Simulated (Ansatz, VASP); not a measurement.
## Two plane-wave programs on ZnS

```
Zn S
1.0
     3.75161    0.00000    0.00000
    -1.87580    3.24899    0.00000
     0.00000    0.00000   12.84046
Zn S
4 4
Direct
  0.00000 0.00000 0.00011
  0.00000 0.00000 0.50011
  0.33333 0.66667 0.25007
  0.66667 0.33333 0.75007
  0.00000 0.00000 0.18724
  0.00000 0.00000 0.68724
  0.33333 0.66667 0.43758
  0.66667 0.33333 0.93758
```

Change from the starting cell: strain -0.015 along x and y, +0.030 along z, atoms carried along.

Alike in both runs: task single point; functional r2SCAN; k mesh 6 × 6 × 2; occupations gaussian, width 0.05 eV; no spin polarisation.

|  | VASP | Ansatz |
| --- | --- | --- |
| version | VASP 6.6.1 | Ansatz 0.2.0 |
| potentials or method | VASP PAW PBE potentials, release 64 (Zn, S), cutoff 520 eV | scalar-relativistic, plane waves, PAW |
| valence electrons in the cell | 72 | 72 |

VASP gave:

```
gap on the k mesh at the Fermi level (eV)                     : 2.63
least direct gap on the mesh (eV)                             : 2.63
pressure (GPa)                                                : 0.3
traceless stress, the component that is largest in VASP (GPa) : -4.11
rms of the force components (eV/Å)                            : 0.135
```

Q: Which values does Ansatz return?

A: gap on the k mesh at the Fermi level (eV): 2.62; least direct gap on the mesh (eV): 2.62; pressure (GPa): 0.3; traceless stress, the component that is largest in VASP (GPa): -4.13; rms of the force components (eV/Å): 0.140.

VASP's potentials were made for PBE, not for r2SCAN. Atom by atom the forces differ by 0.005 eV/Å (rms over components).
